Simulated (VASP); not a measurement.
Input of a VASP 6.6.1 run:

Contents of INCAR:

```
SYSTEM = Sn
  PREC = Accurate
  ENCUT = 520
  EDIFF = 1E-6
  ISMEAR = 0
  SIGMA = 0.15
  LREAL = .FALSE.
  LASPH = .TRUE.
  NELM = 80
  ALGO = Normal
  ISIF = 2
  LWAVE = .FALSE.
  LCHARG = .TRUE.
  GGA = PS
  LELF = .TRUE.
  LVHAR = .TRUE.
  NBANDS = 13
```

Contents of KPOINTS:

```
regular mesh
0
G
  18 18 18
  0 0 0
```

File POSCAR:

```
Sn
1.0
   -1.8662320419      1.8662320419      1.8662320419
    1.8662320419     -1.8662320419      1.8662320419
    1.8662320419      1.8662320419     -1.8662320419
Sn
1
Direct
    0.0000000000      0.0000000000      0.0000000000
```

Potentials or basis: VASP PAW PBE potentials, release 64 (Sn_d).

Launch:

```sh
$ cat potpaw_PBE.64/Sn_d/POTCAR > POTCAR
$ mpirun -np 1 vasp_std > vasp.out
```

Q: What does it give for the pressure?

A: 0.4 GPa.

Q: What does it give for the band gap on the k mesh?

A: Zero (band 7 reaches 16.85 eV, above the bottom of band 8 at 5.86 eV).

Caveat: the cell differs from its parent crystal (strain -0.015 along x and y, -0.015 along z); the PAW data sets were made with another functional, which shifts forces and pressure a little; spin-orbit coupling is left out, which moves the levels of the heavy elements.
